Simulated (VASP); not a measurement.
# Cs2InAgCl6 (Fm-3m) in VASP: further runs, part 2 of 2

VASP 6.6.1. The steps go on from the part before.

## (4) Single point, LDA

This run uses another cell than the first one, of 27.97 Å³/atom.

Contents of INCAR:

```
SYSTEM = Cs2InAgCl6
  ALGO = Normal
  EDIFF = 1E-6
  ENCUT = 500
  GGA_COMPAT = .FALSE.
  ISIF = 2
  ISMEAR = 0
  LASPH = .TRUE.
  LCHARG = .FALSE.
  LREAL = .FALSE.
  LWAVE = .FALSE.
  NBANDS = 53
  NELM = 120
  PREC = Accurate
  SIGMA = 0.01
```

Contents of KPOINTS:

```
k-points
0
G
  4 4 4
  0 0 0
```

Contents of POSCAR:

```
Cs2InAgCl6
1.0
    0.0000000000      5.1905105253      5.1905105253
    5.1905105253      0.0000000000      5.1905105253
    5.1905105253      5.1905105253      0.0000000000
Cs In Ag Cl
2 1 1 6
Direct
    0.2500000000      0.2500000000      0.2500000000
    0.7500000000      0.7500000000      0.7500000000
    0.0000000000      0.0000000000      0.0000000000
    0.5000000000      0.5000000000      0.5000000000
    0.7602100000      0.2397900000      0.2397900000
    0.2397900000      0.7602100000      0.2397900000
    0.2397900000      0.7602100000      0.7602100000
    0.7602100000      0.2397900000      0.7602100000
    0.2397900000      0.2397900000      0.7602100000
    0.7602100000      0.7602100000      0.2397900000
```

Potentials or basis: VASP PAW LDA potentials, release 64 (Cs_sv, In_d, Ag, Cl).

Run with:

```console
$ cat potpaw_LDA.64/Cs_sv/POTCAR potpaw_LDA.64/In_d/POTCAR potpaw_LDA.64/Ag/POTCAR potpaw_LDA.64/Cl/POTCAR > POTCAR
$ mpirun -np 1 vasp_std > vasp.out
```

OUTCAR:

```text
SYSTEM = Cs2InAgCl6
   EDIFF = 1E-6
   ENCUT = 500
   ISIF = 2
   ISMEAR = 0
   LASPH = .TRUE.
   LREAL = .FALSE.
   NELM = 120
   PREC = Accurate

 ion  position               nearest neighbor table
   1  0.250  0.250  0.250-
   2  0.750  0.750  0.750-
   3  0.000  0.000  0.000-   5 2.49   6 2.49   7 2.49   8 2.49   9 2.49  10 2.49
   4  0.500  0.500  0.500-   5 2.70   6 2.70   7 2.70   8 2.70   9 2.70  10 2.70
   5  0.760  0.240  0.240-   3 2.49   4 2.70
   6  0.240  0.760  0.240-   3 2.49   4 2.70
   7  0.240  0.760  0.760-   3 2.49   4 2.70
   8  0.760  0.240  0.760-   3 2.49   4 2.70
   9  0.240  0.240  0.760-   3 2.49   4 2.70
  10  0.760  0.760  0.240-   3 2.49   4 2.70

  LATTYP: Found a face centered cubic cell.
 ALAT       =    10.3810210506

  Lattice vectors:

 A1 = (   0.0000000000,   5.1905105253,   5.1905105253)
 A2 = (   5.1905105253,   0.0000000000,   5.1905105253)
 A3 = (   5.1905105253,   5.1905105253,   0.0000000000)

Analysis of symmetry for initial positions (statically):
=====================================================================
 Subroutine PRICEL returns:
 Original cell was already a primitive cell.

 Routine SETGRP: Setting up the symmetry group for a
 face centered cubic supercell.

 Subroutine GETGRP returns: Found 48 space group operations
 (whereof 48 operations were pure point group operations)
 out of a pool of 48 trial point group operations.

The static configuration has the point symmetry O_h .

Analysis of symmetry for dynamics (positions and initial velocities):
=====================================================================
 Subroutine PRICEL returns:
 Original cell was already a primitive cell.

 Routine SETGRP: Setting up the symmetry group for a
 face centered cubic supercell.

[... 126 lines left out ...]
  Thomas-Fermi vector in A             =   2.232687
   LORBIT       =      0    0 simple, 1 ext, 2 COOP (PROOUT), +10 PAW based schemes
   GGA     = CA    functional components
   LHFCALC =     F    Hartree Fock is set to
   AEXX    =    0.0000 exact exchange contribution
   IVDW    =     0    specifies the selected vdW correction
   LEPSILON=     F    determine dielectric tensor
   LRPA    =     F    only Hartree local field effects (RPA)
 non-spin polarized calculation
 Gauss-broadening in eV      SIGMA  =   0.01
  energy-cutoff  :      500.00
  volume of cell :      279.68
 maximum number of plane-waves:      7132
 NGX is ok and might be reduce to    54
   NGX = 27   NGY = 27   NGZ = 27

 number of electron      84.0000014 magnetization

 Free energy of the ion-electron system (eV)
  ---------------------------------------------------
  ext. energy  EPLUGINS =         0.00000000
  ---------------------------------------------------
  free energy    TOTEN  =       -36.64081650 eV

  energy without entropy =      -36.64081650  energy(sigma->0) =      -36.64081650

 E-fermi :   1.4335     XC(G=0):  -9.1516

 val. band max:        1.3838970055   @ k =   0.0000   0.0000   0.0000
 cond. band min:       2.3505783954   @ k =   0.0000   0.0000   0.0000
 fundamental gap:      0.9666813899
 Fermi energy:         1.4334545695

 k-point     1 :       0.0000    0.0000    0.0000
  band No.  band energies     occupation
      1     -18.2349      2.00000
      2     -18.2108      2.00000
      3     -13.2014      2.00000
      4     -13.2014      2.00000
      5     -13.0421      2.00000
      6     -12.4288      2.00000
[... 437 lines left out ...]
     52       8.6577      0.00000
     53       8.7573      0.00000

------------------------ aborting loop because EDIFF is reached ----------------------------------------

  FORCE on cell =-STRESS in cart. coord.  units (eV):
  Direction    XX          YY          ZZ          XY          YZ          ZX
  --------------------------------------------------------------------------------------
  -------------------------------------------------------------------------------------
  Total       -2.3311694     -2.3311694     -2.3311694      0.0000000     -0.0000000      0.0000000
  in kB      -13.3543940    -13.3543940    -13.3543940      0.0000000     -0.0000000      0.0000000
  external PRESSURE =     -13.3543940 kB  Pullay stress =       0.0000000 kB

 VOLUME and BASIS-vectors are now :
 -----------------------------------------------------------------------------
  energy-cutoff  :      500.00
  volume of cell :      279.68
      direct lattice vectors                 reciprocal lattice vectors
     0.000000000  5.190510525  5.190510525    -0.096329638  0.096329638  0.096329638
     5.190510525  0.000000000  5.190510525     0.096329638 -0.096329638  0.096329638
     5.190510525  5.190510525  0.000000000     0.096329638  0.096329638 -0.096329638

 POSITION                                       TOTAL-FORCE (eV/Angst)
 -----------------------------------------------------------------------------------
      2.59526      2.59526      2.59526         0.000000     -0.000000      0.000000
      7.78577      7.78577      7.78577         0.000000     -0.000000      0.000000
      0.00000      0.00000      0.00000         0.000000     -0.000000      0.000000
      5.19051      5.19051      5.19051         0.000000     -0.000000      0.000000
      2.48927      5.19051      5.19051         0.435259     -0.000000      0.000000
      5.19051      2.48927      5.19051         0.000000      0.435259      0.000000
      7.89176      5.19051      5.19051        -0.435259     -0.000000      0.000000
      5.19051      7.89176      5.19051         0.000000     -0.435259      0.000000
      5.19051      5.19051      2.48927         0.000000     -0.000000      0.435259
      5.19051      5.19051      7.89176         0.000000     -0.000000     -0.435259
 -----------------------------------------------------------------------------------
    total drift:                                0.000000      0.000000     -0.000000

  FREE ENERGIE OF THE ION-ELECTRON SYSTEM (eV)
  ---------------------------------------------------
  free  energy   TOTEN  =       -36.6408164961 eV

  energy  without entropy=      -36.6408164961  energy(sigma->0) =      -36.64081650
```

Wall time 77 s (1 thread of Intel Xeon 6975P-C (Granite Rapids), shared host); peak memory 0.38 GiB.

Results:

| Quantity | Value |
| --- | --- |
| Free energy | -36.6408 eV |
| Pressure | -1.3 GPa |
| Largest force | 0.435 eV/Å |
| Band gap on the k mesh | 0.97 eV |

Forces on the atoms (eV/Å):
```
Cs   0.000  0.000  0.000
Cs   0.000  0.000  0.000
In   0.000  0.000  0.000
Ag   0.000  0.000  0.000
Cl   0.435  0.000  0.000
Cl   0.000  0.435  0.000
Cl  -0.435  0.000  0.000
Cl   0.000 -0.435  0.000
Cl   0.000  0.000  0.435
Cl   0.000  0.000 -0.435
```

Levels at points of the mesh, in eV from the valence-band top:
```
           k point  band 38  band 39  band 40  band 41  band 42  band 43  band 44  band 45  band 46  band 47
(0.00, 0.00, 0.00)    -0.96    -0.96    -0.96     0.00     0.00     0.97     4.87     5.00     5.00     5.00
(0.50, 0.00, 0.00)    -1.22    -1.17    -1.17    -0.60    -0.60     2.92     3.69     6.11     6.28     6.28
(0.50, 0.50, 0.00)    -1.58    -1.02    -1.02    -0.98     0.00     3.61     5.60     6.24     6.32     6.32
```

Caveat: spin-orbit coupling is left out, which moves the levels of the heavy elements.

## (5) Summary

```tsv
cell	gap on the mesh (eV)	pressure (GPa)	largest force (eV/Å)
a = 7.213 Å, angles 60.0°, 10 atoms	1.03	0.8	0.72
a = 7.277 Å, angles 60.0°, 10 atoms	1.00	-0.3	0.57
a = 7.340 Å, angles 60.0°, 10 atoms	0.97	-1.3	0.44
```

Alike in all rows: task single point; level LDA; potentials or basis VASP PAW LDA potentials, release 64 (Cs_sv, In_d, Ag, Cl); no spin polarisation; k mesh 4 × 4 × 4; cutoff (eV) 500; smearing gaussian 0.01 eV.

Caveats: spin-orbit coupling is left out, which moves the levels of the heavy elements.

Total energies depend on the potentials used, so only differences within one code and one set of settings carry meaning.

## (6) How close it comes

Step 2. A measured gap of Cs2InAgCl6 is 3.3 eV (optical; powder; “Cs2InAgCl6: A new lead-free halide double perovskite with direct band gap”, 2016, arxiv:1611.05426); the calculated 1.03 eV misses it by -2.27 eV. So large a miss can be the level of theory's own, or it may mean another phase, state or a wrong row. Spin-orbit coupling on Ag, Cs, In is left out. The value is that of LDA, without temperature or zero-point motion. Semilocal functionals fall short of measured gaps as a rule.

Step 3. Against the measured gap of Cs2InAgCl6, 3.3 eV (optical; powder; “Cs2InAgCl6: A new lead-free halide double perovskite with direct band gap”, 2016, arxiv:1611.05426), the calculated 1.00 eV is off by -2.30 eV. So large a miss can be the level of theory's own, or it may mean another phase, state or a wrong row. Spin-orbit coupling on Ag, Cs, In is left out. The value is that of LDA, without temperature or zero-point motion. Semilocal functionals fall short of measured gaps as a rule.
